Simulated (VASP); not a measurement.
# HfC (Pmm2) in VASP: single point with HSE06

Aim: the single point of HfC with HSE06.

All numbers are computed with VASP 6.6.1; they aren't measurements. Logs are shortened: lines on timing, memory, paths and dates and some standing lists are left out, and cuts for length are marked.

## (1) The cell of the first run

It takes space group Pmm2 (No. 25, orthorhombic). Conventional cell: a = 2.439 Å, b = 4.695 Å, c = 2.562 Å, α = 90.00°, β = 90.00°, γ = 90.00°. Hf (site symmetry mm2) has 4 C at 2.43 to 3.03 Å and 4 Hf at 2.44 to 2.56 Å within 3.2 Å. Within 3.2 Å of C (site symmetry mm2) lie 4 Hf at 2.43 to 3.03 Å and 4 C at 2.44 to 2.56 Å.

## (2) Single point, HSE06, non-collinear spin, zero start, spin-orbit coupling

File POSCAR:

```
HfC
1.0
    2.4394258800      0.0000000000      0.0000000000
    0.0000000000      4.6949966100      0.0000000000
    0.0000000000      0.0000000000      2.5622747300
Hf C
1 1
Direct
    0.0000000000      0.0000000000      0.0000000000
    0.0000000000      0.5000000000      0.7500000000
```

File INCAR.step1:

```
  ALGO = Normal
  EDIFF = 1E-5
  ENCUT = 520
  GGA = PE
  GGA_COMPAT = False
  ISIF = 2
  ISMEAR = -1
  LASPH = True
  LMAXMIX = 4
  LNONCOLLINEAR = True
  LORBIT = 11
  LORBMOM = True
  LREAL = False
  LSORBIT = True
  LWAVE = True
  MAGMOM = 0 0 0 0 0 0
  NBANDS = 26
  NELM = 200
  PREC = Accurate
  SIGMA = 0.05
```

File INCAR.step2:

```
  ALGO = Normal
  EDIFF = 1E-6
  ENCUT = 520
  GGA = PE
  GGA_COMPAT = False
  HFSCREEN = 0.2079
  ISIF = 2
  ISMEAR = -1
  ISTART = 1
  LASPH = True
  LCHARG = True
  LHFCALC = True
  LMAXMIX = 4
  LNONCOLLINEAR = True
  LORBIT = 11
  LORBMOM = True
  LREAL = False
  LSORBIT = True
  LVHAR = True
  LWAVE = False
  MAGMOM = 0 0 0 0 0 0
  NBANDS = 26
  NELM = 200
  PREC = Accurate
  PRECFOCK = Normal
  SIGMA = 0.05
```

File KPOINTS:

```
k-points
0
Gamma
  5 3 4
```

Potentials or basis: VASP PAW PBE potentials, release 64 (Hf_pv, C).

Command:

```bash
cat potpaw_PBE.64/Hf_pv/POTCAR potpaw_PBE.64/C/POTCAR > POTCAR
cp INCAR.step1 INCAR
mpirun -np 1 vasp_ncl > vasp.out
cp INCAR.step2 INCAR
mpirun -np 1 vasp_ncl > vasp.out
```

OUTCAR:

```text
EDIFF = 1E-6
   ENCUT = 520
   GGA = PE
   HFSCREEN = 0.2079
   ISIF = 2
   ISMEAR = -1
   ISTART = 1
   LASPH = True
   LHFCALC = True
   LNONCOLLINEAR = True
   LORBIT = 11
   LREAL = False
   LSORBIT = True
   NELM = 200
   PREC = Accurate
   PRECFOCK = Normal

 ion  position               nearest neighbor table
   1  0.000  0.000  0.000-   2 2.43   2 2.43
   2  0.000  0.500  0.750-   1 2.43   1 2.43

  LATTYP: Found a simple orthorhombic cell.
 ALAT       =     2.4394258800
 B/A-ratio  =     1.0503597387
 C/A-ratio  =     1.9246317949

  Lattice vectors:

 A1 = (  -2.4394258800,   0.0000000000,   0.0000000000)
 A2 = (   0.0000000000,   0.0000000000,   2.5622747300)
 A3 = (   0.0000000000,   4.6949966100,   0.0000000000)

Analysis of symmetry for initial positions (statically):
=====================================================================
 Subroutine PRICEL returns:
 Original cell was already a primitive cell.

 Routine SETGRP: Setting up the symmetry group for a
 simple orthorhombic supercell.

 Subroutine GETGRP returns: Found  4 space group operations
 (whereof  4 operations were pure point group operations)
 out of a pool of  8 trial point group operations.

The static configuration has the point symmetry C_2v.

Analysis of symmetry for dynamics (positions and initial velocities):
=====================================================================
 Subroutine PRICEL returns:
 Original cell was already a primitive cell.

 Routine SETGRP: Setting up the symmetry group for a
 simple orthorhombic supercell.

 Subroutine GETGRP returns: Found  4 space group operations
 (whereof  4 operations were pure point group operations)
 out of a pool of  8 trial point group operations.

The dynamic configuration has the point symmetry C_2v.

Analysis of structural, dynamic, and magnetic symmetry:
=====================================================================
 Subroutine PRICEL returns:
 Original cell was already a primitive cell.

 Routine SETGRP: Setting up the symmetry group for a
 simple orthorhombic supercell.

 Subroutine GETGRP returns: Found  4 space group operations
 (whereof  4 operations were pure point group operations)
 out of a pool of  8 trial point group operations.

The overall configuration has the point symmetry C_2v.

 Subroutine INISYM returns: Found  4 space group operations
 (whereof  4 operations are pure point group operations),
 and found     1 'primitive' translations

----------------------------------------------------------------------------------------

                                     Primitive cell

  volume of cell :      29.3460

  direct lattice vectors                    reciprocal lattice vectors
     2.439425880  0.000000000  0.000000000     0.409932521  0.000000000  0.000000000
     0.000000000  4.694996610  0.000000000     0.000000000  0.212992699  0.000000000
     0.000000000  0.000000000  2.562274730     0.000000000  0.000000000  0.390278212

  length of vectors
     2.439425880  4.694996610  2.562274730     0.409932521  0.212992699  0.390278212

  position of ions in fractional coordinates (direct lattice)
     0.000000000  0.000000000  0.000000000
     0.000000000  0.500000000  0.750000000

  ion indices of the primitive-cell ions
   primitive index   ion index
                 1           1
                 2           2

----------------------------------------------------------------------------------------

 KPOINTS: k-points

Automatic generation of k-mesh.
 Grid dimensions read from file:
 generate k-points for:    5    3    4

 Generating k-lattice:

  Cartesian coordinates                     Fractional coordinates (reciprocal lattice)
[... 105 lines left out ...]

 number of electron      14.0000001 magnetization      -0.0000000     -0.0000000     -0.0000000

 number of electron      14.0000001 magnetization       0.0000000      0.0000000      0.0000000

 number of electron      14.0000001 magnetization       0.0000000     -0.0000000     -0.0000000

 Free energy of the ion-electron system (eV)
  ---------------------------------------------------
  ext. energy  EPLUGINS =         0.00000000
  ---------------------------------------------------
  free energy    TOTEN  =       -16.96969694 eV

  energy without entropy =      -16.95909364  energy(sigma->0) =      -16.96439529

 E-fermi :   4.6286     XC(G=0):  -9.4655

 val. band max:        4.5940595669   @ k =   0.2000   0.3333   0.0000
 cond. band min:       4.6768926431   @ k =   0.2000   0.3333   0.2500
 fundamental gap:      0.0828330762
 Fermi energy:         4.6286192261

 k-point     1 :       0.0000    0.0000    0.0000
  band No.  band energies     occupation
      1     -32.1431      1.00000
      2     -32.1431      1.00000
      3     -25.3410      1.00000
      4     -25.3410      1.00000
      5     -24.0532      1.00000
      6     -24.0532      1.00000
[... 685 lines left out ...]
     25      15.7803      0.00000
     26      15.8976      0.00000

------------------------ aborting loop because EDIFF is reached ----------------------------------------

  FORCE on cell =-STRESS in cart. coord.  units (eV):
  Direction    XX          YY          ZZ          XY          YZ          ZX
  --------------------------------------------------------------------------------------
  -------------------------------------------------------------------------------------
  Total        9.1954745    -10.1495446      3.2448856      0.0000000      0.0000000      0.0000000
  in kB      502.0374579   -554.1260089    177.1582434      0.0000000      0.0000000      0.0000000
  external PRESSURE =      41.6898975 kB  Pullay stress =       0.0000000 kB

 VOLUME and BASIS-vectors are now :
 -----------------------------------------------------------------------------
  energy-cutoff  :      520.00
  volume of cell :       29.35
      direct lattice vectors                 reciprocal lattice vectors
     2.439425880  0.000000000  0.000000000     0.409932521  0.000000000  0.000000000
     0.000000000  4.694996610  0.000000000     0.000000000  0.212992699  0.000000000
     0.000000000  0.000000000  2.562274730     0.000000000  0.000000000  0.390278212

 POSITION                                       TOTAL-FORCE (eV/Angst)
 -----------------------------------------------------------------------------------
      0.00000      0.00000      0.00000         0.000000      0.000000     -0.040666
      0.00000      2.34750      1.92171         0.000000      0.000000      0.040666
 -----------------------------------------------------------------------------------
    total drift:                               -0.000000     -0.000000     -0.000003

  FREE ENERGIE OF THE ION-ELECTRON SYSTEM (eV)
  ---------------------------------------------------
  free  energy   TOTEN  =       -16.9696969396 eV

  energy  without entropy=      -16.9590936407  energy(sigma->0) =      -16.96439529

 orbital moment (x)

 # of ion     p       d       tot
 ----------------------------------------
  1        -0.000  -0.000  -0.000
  2         0.000   0.000   0.000
 ----------------------------------------
           -0.000  -0.000  -0.000

 orbital moment (y)

 # of ion     p       d       tot
 ----------------------------------------
  1        -0.000   0.000   0.000
  2        -0.000   0.000  -0.000
 ----------------------------------------
           -0.000   0.000   0.000

 orbital moment (z)

 # of ion     p       d       tot
 ----------------------------------------
  1        -0.000  -0.000  -0.000
  2        -0.000   0.000  -0.000
 ----------------------------------------
           -0.000  -0.000  -0.000

 Spin-Orbit-Coupling matrix elements

 Ion:    1  E_soc:     -1.3682885
 l=   1
     0.0000000    -0.2172267    -0.2195838
    -0.2172267     0.0000000    -0.2252250
    -0.2195838    -0.2252250     0.0000000
 l=   2
     0.0000000    -0.0011902     0.0000000    -0.0021891    -0.0058949
    -0.0011902     0.0000000    -0.0040924    -0.0016165    -0.0014831
     0.0000000    -0.0040924     0.0000000    -0.0044963     0.0000000
    -0.0021891    -0.0016165    -0.0044963     0.0000000    -0.0011462
    -0.0058949    -0.0014831     0.0000000    -0.0011462     0.0000000
 l=   3
     0.0000000     0.0000000     0.0000000     0.0000000     0.0000000     0.0000000     0.0000000
     0.0000000     0.0000000     0.0000000     0.0000000     0.0000000     0.0000000     0.0000000
     0.0000000     0.0000000     0.0000000     0.0000000     0.0000000     0.0000000     0.0000000
     0.0000000     0.0000000     0.0000000     0.0000000     0.0000000     0.0000000     0.0000000
     0.0000000     0.0000000     0.0000000     0.0000000     0.0000000     0.0000000     0.0000000
     0.0000000     0.0000000     0.0000000     0.0000000     0.0000000     0.0000000     0.0000000
     0.0000000     0.0000000     0.0000000     0.0000000     0.0000000     0.0000000     0.0000000

 Ion:    2  E_soc:     -0.0001304
 l=   1
     0.0000000    -0.0000281    -0.0000276
    -0.0000281     0.0000000    -0.0000095
    -0.0000276    -0.0000095     0.0000000
 l=   2
     0.0000000     0.0000000     0.0000000     0.0000000     0.0000000
     0.0000000     0.0000000     0.0000000     0.0000000     0.0000000
     0.0000000     0.0000000     0.0000000     0.0000000     0.0000000
     0.0000000     0.0000000     0.0000000     0.0000000     0.0000000
     0.0000000     0.0000000     0.0000000     0.0000000     0.0000000
 l=   3
     0.0000000     0.0000000     0.0000000     0.0000000     0.0000000     0.0000000     0.0000000
     0.0000000     0.0000000     0.0000000     0.0000000     0.0000000     0.0000000     0.0000000
     0.0000000     0.0000000     0.0000000     0.0000000     0.0000000     0.0000000     0.0000000
     0.0000000     0.0000000     0.0000000     0.0000000     0.0000000     0.0000000     0.0000000
     0.0000000     0.0000000     0.0000000     0.0000000     0.0000000     0.0000000     0.0000000
     0.0000000     0.0000000     0.0000000     0.0000000     0.0000000     0.0000000     0.0000000
     0.0000000     0.0000000     0.0000000     0.0000000     0.0000000     0.0000000     0.0000000

 total charge

# of ion       s       p       d       tot
------------------------------------------
    1        0.430   6.484   2.091   9.005
    2        0.963   1.103   0.000   2.065
--------------------------------------------------
tot          1.392   7.587   2.091  11.070

 magnetization (x)

# of ion       s       p       d       tot
------------------------------------------
    1        0.000   0.000   0.000   0.000
    2        0.000   0.000   0.000   0.000
--------------------------------------------------
tot          0.000   0.000   0.000   0.000

 magnetization (y)

# of ion       s       p       d       tot
------------------------------------------
    1        0.000   0.000   0.000   0.000
    2        0.000   0.000   0.000   0.000
--------------------------------------------------
tot          0.000   0.000   0.000   0.000

 magnetization (z)

# of ion       s       p       d       tot
------------------------------------------
    1        0.000   0.000   0.000   0.000
    2        0.000   0.000   0.000   0.000
--------------------------------------------------
tot          0.000   0.000   0.000   0.000
```

Run time: 66 min. Hardware: 1 thread of Intel Xeon 8259CL, shared host; peak memory 0.34 GiB.

What came out:

* Free energy: -16.9697 eV
* Pressure: 4.2 GPa
* Largest force: 0.041 eV/Å
* Net moment: 0.00 μB per cell
* Valence electrons inside the program's atomic spheres: Hf 9.01; C 2.06

Forces in eV/Å, atoms in the order of the input:
```
Hf   0.000  0.000 -0.041
C    0.000  0.000  0.041
```

Stress tensor (GPa, compression positive):
```
 50.20   0.00   0.00
  0.00 -55.41   0.00
  0.00   0.00  17.72
```

Moments on the atoms (μB; x, y, z):
```
Hf  0.00 0.00 0.00
C   0.00 0.00 0.00
```

Caveat: the k points lie up to 0.61 Å⁻¹ apart; the PAW data sets were made with another functional, which shifts forces and pressure a little.
